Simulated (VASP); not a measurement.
Runs of VASP 6.6.1 on LiSi2. The structure is that of space group P-3m1 (No. 164), or close to it. The cells are those of the table. 

```csv
task,cell,k mesh,cutoff (eV),gap on the mesh (eV),pressure (GPa),relaxed volume (Å³/atom),largest force (eV/Å)
relaxation of cell and atoms,"relaxed from a = 3.457, b = 3.457, c = 4.201 Å, angles 91.5, 91.5, 58.8°, 3 atoms",6 × 6 × 4,600,none,0.0,18.57,0.03
single point,"a = 3.811, b = 3.811, c = 4.424 Å, angles 90.0, 90.0, 120.0°, 3 atoms",12 × 12 × 10,520,none,-,-,0.01
single point,"a = 3.805, b = 3.805, c = 4.437 Å, angles 90.2, 90.2, 60.0°, 3 atoms",6 × 6 × 4,520,none,-,-,0.03
single point,"a = 3.457, b = 3.457, c = 4.201 Å, angles 91.5, 91.5, 58.8°, 3 atoms",6 × 6 × 4,520,none,-,-,(a)
relaxation of cell and atoms,"relaxed from a = 3.805, b = 3.805, c = 4.437 Å, angles 90.0, 90.0, 120.0°, 3 atoms",12 × 12 × 10,600,none,0.0,18.52,0.01
```

Alike in all rows: level PBE; potentials or basis VASP PAW PBE potentials, release 64 (Li_sv, Si); no spin polarisation; smearing gaussian 0.1 eV.

**Question.** Fill in the values left out.

**Answer.** (a) 1.81.

Caveats: some runs use coarse meshes; the cutoff is under 1.25 times the usual one of these potentials, so pressure, stress and relaxed cells hold a basis-set (Pulay) error; the volume moved by over 15 % at a fixed basis, so the end points are rough (some runs); forces of over 1 eV/Å act on the atoms, so gaps and moduli don't describe the material at rest (some runs).

A gap of «none» marks levels without a gap at the run's occupations.
